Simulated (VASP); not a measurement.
Runs of VASP 6.6.1 on Te2Mo. The structure is that of space group P-6m2 (No. 187), or close to it. The cells are those of the table. 

```csv
level,potentials or basis,cell,gap on the mesh (eV),largest force (eV/Å)
PBE,"VASP PAW PBE potentials, release 64 (Te, Mo_sv)","a = 3.504, b = 3.504, c = 33.270 Å, angles 90.0, 90.0, 120.0°, 3 atoms",(c),0.15
r2SCAN,"VASP PAW PBE potentials, release 64 (Te, Mo_sv)","a = 3.504, b = 3.504, c = 33.270 Å, angles 90.0, 90.0, 120.0°, 3 atoms",1.27,0.07
r2SCAN,"VASP PAW PBE potentials, release 64 (Te, Mo_sv)","a = 3.561, b = 3.561, c = 33.270 Å, angles 90.0, 90.0, 120.0°, 3 atoms",1.12,(a)
LDA,"VASP PAW LDA potentials, release 64 (Te, Mo_sv)","a = 3.467, b = 3.467, c = 33.270 Å, angles 90.0, 90.0, 120.0°, 3 atoms",(b),0.06
```

Alike in all rows: task single point; no spin polarisation; k mesh 9 × 9 × 1; cutoff (eV) 520; smearing gaussian 0.02 eV.

Task: Fill in the values left out.

Result: (a) 0.03; (b) 1.24; (c) 1.19.

Caveats: spin-orbit coupling is left out, which moves the levels of the heavy elements; the PAW data sets were made with another functional, which shifts forces and pressure a little (some runs).

A k mesh can miss the band edges, and the runs leave out spin-orbit coupling on Mo, Te.
